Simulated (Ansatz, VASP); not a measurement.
**SrB2 in VASP and in Ansatz**

Contents of INCAR:

```
SYSTEM = SrB2
PREC = Accurate
ENCUT = 600
EDIFF = 1E-6
ISMEAR = 0
SIGMA = 0.1
LREAL = .FALSE.
LASPH = .TRUE.
NELM = 60
ALGO = Normal
ISIF = 3
LWAVE = .FALSE.
LCHARG = .FALSE.
GGA = PE
IBRION = 2
NSW = 90
EDIFFG = -0.04
```

KPOINTS

```
regular mesh
0
G
  6 6 4
  0 0 0
```

POSCAR

```
SrB2
1.0
    3.1973536000      0.0000000000      0.0000000000
   -1.5986768000      2.7689894400      0.0000000000
    0.0000000000      0.0000000000      5.1309426100
Sr B
1 2
Direct
    0.0000000000      0.0000000000      0.5000000000
    0.3333333300      0.6666666700      0.2521245200
    0.6666666700      0.3333333300      0.7478754800
```

Input for Ansatz:

```yaml
crystal:
  lattice:
    - [3.1973536, 0.0, 0.0]
    - [-1.5986768, 2.76898944, 0.0]
    - [0.0, 0.0, 5.13094261]
  atoms:
    - { symbol: Sr, position: [0.0, 0.0, 0.5] }
    - { symbol: B, position: [0.33333333, 0.66666667, 0.25212452] }
    - { symbol: B, position: [0.66666667, 0.33333333, 0.74787548] }
basis:
  ecutwfc: 420
kpoints:
  mp_grid: { grid: [6, 6, 4] }
hamiltonian:
  xc: pbe
scf:
  occupations: { method: gaussian, width: 0.1 }
  lower_state_search: "off"
output:
  forces: true
  stress: true
  eigenvalues: true
relax:
  adjacent_minimum: "off"
  f_tol: 0.04
  max_steps: 70
  cell: { stress_tol: 0.4 }
```

Change from the starting cell: species swapped into the CrTe2 type (P-3m1, No. 164).

Alike in both runs: task relaxation of cell and atoms; functional PBE; k mesh 6 × 6 × 4; occupations gaussian, width 0.1 eV; no spin polarisation.

|  | VASP | Ansatz |
| --- | --- | --- |
| version | VASP 6.6.1 | Ansatz 0.2.0 |
| potentials or method | VASP PAW PBE potentials, release 64 (Sr_sv, B), cutoff 600 eV | scalar-relativistic, plane waves, PAW |
| valence electrons in the cell | 16 | 16 |

Ansatz gave:

```
gap on the k mesh at the Fermi level, each at its own relaxed structure (eV) : none
relaxed volume (Å³/atom)                                                     : 13.90
relaxed cell length with the largest relative difference (Å)                 : 4.411
```

Problem. Which values does VASP return?

Solution. gap on the k mesh at the Fermi level, each at its own relaxed structure (eV): none; relaxed volume (Å³/atom): 13.92; relaxed cell length with the largest relative difference (Å): 4.414.

A gap of «none» marks a metal or a gap that the smearing closes.

The k mesh is coarse, so the values compare programs but aren't converged.
